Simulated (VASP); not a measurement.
Write the native input for VASP 6.6.1 that does the following.

```
Task                   : single point
Functional             : PBE
Potentials or basis    : VASP PAW PBE potentials, release 64 (In_d, O)
Cutoff                 : 520 eV
k mesh                 : 1 × 1 × 1
Occupations            : fermi-dirac, width 0.01 eV
Spin                   : no spin polarisation
Dipole correction      : no
Further INCAR settings : ALGO = Normal; EDIFF = 1e-06; NBANDS = 51
```

The structure of In4O5 lies in POSCAR:

```
In4O5
1.0
    2.7435000000      1.5839600000      4.8366670000
   -2.7435000000      1.5839600000      4.8366670000
    0.0000000000     -3.1679210000      4.8366670000
In O
4 5
Direct
    0.3638220000      0.3531830000      0.3517750000
    0.1446400000      0.1456990000      0.1427710000
    0.6431650000      0.6340170000      0.6450530000
    0.8548550000      0.8580500000      0.8599180000
    0.5516270000      0.9533020000      0.2519650000
    0.9474860000      0.2410700000      0.5489890000
    0.2479580000      0.5438560000      0.9594030000
    0.4542070000      0.0509720000      0.7511570000
    0.0528960000      0.7510450000      0.4528560000
```

These files were run (other wordings do the same):

INCAR

```
ALGO     = Normal         # electronic algorithm
EDIFF    = 1E-6           # SCF threshold, eV
ENCUT    = 520            # plane-wave cutoff, eV
GGA      = PE             # functional
ISIF     = 2              # what is computed and relaxed
ISMEAR   = -1             # smearing method
LASPH    = T              # aspherical terms in the spheres
LCHARG   = F              # write CHGCAR
LREAL    = F              # projectors in reciprocal space
LWAVE    = F              # write WAVECAR
NBANDS   = 51             # bands
NELM     = 100            # most SCF steps
PREC     = Accurate       # precision mode
SIGMA    = 0.01           # smearing width, eV
```

KPOINTS

```
k-points
0
Gamma
  1 1 1
```

Potentials or basis: VASP PAW PBE potentials, release 64 (In_d, O).

Launch:

```sh
$ cat potpaw_PBE.64/In_d/POTCAR potpaw_PBE.64/O/POTCAR > POTCAR
$ mpirun -np 1 vasp_gam > vasp.out
```

Results of the run:

The pressure is 8.8 GPa and the largest force is 1.133 eV/Å. The band gap on the k mesh is 4.52 eV.

Caveat: the k points lie up to 1.39 Å⁻¹ apart; spin-orbit coupling is left out, which moves the levels of the heavy elements; forces of over 1 eV/Å act on the atoms, so gaps and moduli don't describe the material at rest.

It took 40 s on 1 thread of Intel Xeon 6975P-C, on a shared host, peak memory 0.29 GiB.
